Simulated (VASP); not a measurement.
## SrHf2O5: single point with PBE

SrHf2O5:

```
Sr Hf O
1.0
     0.00000    0.00000    4.09784
    -4.10293    0.00000    0.00000
     2.05147   -6.69209    0.00000
Sr Hf O
1 2 5
Direct
  0.00000 0.00000 0.00000
  0.50000 0.65496 0.30991
  0.50000 0.34504 0.69009
  0.00000 0.63245 0.26490
  0.50000 0.17989 0.35978
  0.50000 0.82011 0.64022
  0.00000 0.36755 0.73510
  0.50000 0.50000 0.00000
```

```yaml
Program: VASP 6.6.1
Task: single point
Functional: PBE
Potentials_or_basis: VASP PAW PBE potentials, release 64 (Sr_sv, Hf_pv, O)
Cutoff: 520 eV
k_mesh: 4 × 4 × 4
Occupations: gaussian, width 0.1 eV
Spin: no spin polarisation
```

* Pressure: -1.7 GPa
* Largest force: 0.072 eV/Å
* Band gap on the k mesh: 3.32 eV, indirect (least direct gap 3.58 eV)

Forces on the atoms (eV/Å):
```
Sr   0.000  0.000  0.000
Hf   0.000  0.018  0.000
Hf   0.000 -0.018  0.000
O    0.000 -0.072  0.000
O    0.000 -0.051  0.000
O    0.000  0.051  0.000
O    0.000  0.072  0.000
O    0.000  0.000  0.000
```

Stress tensor (GPa, compression positive):
```
-1.60  0.00  0.00
 0.00 -1.71  0.00
 0.00  0.00 -1.80
```

Levels at points of the mesh, in eV from the valence-band top:
| k point | band 26 | band 27 | band 28 | band 29 | band 30 | band 31 | band 32 | band 33 | band 34 | band 35 |
| --- | --- | --- | --- | --- | --- | --- | --- | --- | --- | --- |
| (0.00, 0.00, 0.00) | -1.55 | -1.00 | -0.73 | -0.63 | -0.27 | 3.55 | 3.56 | 3.89 | 3.93 | 5.24 |
| (0.50, 0.00, 0.00) | -1.86 | -1.76 | -1.71 | -1.29 | -0.07 | 3.84 | 5.12 | 5.59 | 6.04 | 6.12 |
| (0.00, 0.50, 0.00) | -1.44 | -1.38 | -1.06 | -0.86 | -0.37 | 4.83 | 4.98 | 5.04 | 5.54 | 5.78 |
| (0.50, 0.50, 0.00) | -1.79 | -1.66 | -0.54 | -0.50 | 0.00 | 4.14 | 5.90 | 6.09 | 6.12 | 6.18 |
| (0.00, 0.00, 0.50) | -1.43 | -1.21 | -1.03 | -0.88 | -0.26 | 3.32 | 4.02 | 4.25 | 4.30 | 4.96 |
| (0.50, 0.00, 0.50) | -2.01 | -2.00 | -1.70 | -1.05 | 0.00 | 4.91 | 4.93 | 5.56 | 5.63 | 5.89 |

Wall time 95 s on 1 thread of Intel(R) Xeon(R) Platinum 8559C (Emerald Rapids), on a shared host, peak memory 0.26 GiB.

Caveat: spin-orbit coupling is left out, which moves the levels of the heavy elements. Expect the measured gap to be larger: semilocal functionals such as PBE lack the derivative discontinuity.
